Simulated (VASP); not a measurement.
Wanted: the native input for a VASP 6.6.1 run.

| Item | Value |
| --- | --- |
| Task | single point |
| Functional | PBE |
| Potentials or basis | VASP PAW PBE potentials, release 64 (Pb_d, S) |
| Cutoff | 520 eV |
| k mesh | 8 × 8 × 8 |
| Occupations | fermi-dirac, width 0.05 eV |
| Spin | non-collinear spin, zero start, spin-orbit coupling |
| Starting moments | [[0.0, 0.0, 0.0], [0.0, 0.0, 0.0]] μB |
| Dipole correction | no |
| Further INCAR settings | ALGO = Normal; EDIFF = 1e-06; NBANDS = 32 |

The structure of PbS lies in POSCAR:

```
PbS
1.0
    0.0000000000      2.9052075019      2.9052075019
    2.9052075019      0.0000000000      2.9052075019
    2.9052075019      2.9052075019      0.0000000000
Pb S
1 1
Direct
    0.0000000000      0.0000000000      0.0000000000
    0.5000000000      0.5000000000      0.5000000000
```

The input as run:

INCAR

```
SYSTEM = PbS
  PREC = Accurate
  ENCUT = 520
  EDIFF = 1E-6
  ISMEAR = -1
  SIGMA = 0.05
  LREAL = .FALSE.
  LASPH = .TRUE.
  NELM = 150
  ALGO = Normal
  ISIF = 2
  LWAVE = .FALSE.
  LCHARG = .FALSE.
  MAGMOM = 0 0 0 0 0 0
  LORBIT = 11
  LSORBIT = .TRUE.
  GGA_COMPAT = .FALSE.
  LORBMOM = .TRUE.
  GGA = PE
  NBANDS = 32
```

KPOINTS

```
Automatic mesh
0
G
  8 8 8
  0 0 0
```

Potentials or basis: VASP PAW PBE potentials, release 64 (Pb_d, S).

Launch:

```console
$ cat potpaw_PBE.64/Pb_d/POTCAR potpaw_PBE.64/S/POTCAR > POTCAR
$ mpirun -np 1 vasp_ncl > vasp.out
```

Results of the run:

The pressure is 6.0 GPa and the net moment is 0.00 μB per cell. The valence electrons inside the program's atomic spheres are Pb 11.89; S 3.70.

Caveat: the cell stands under pressure.

Wall time 56 s on 1 thread of AMD EPYC 9R45 96-Core Processor (Zen 5), on a shared host, peak memory 0.3 GiB.
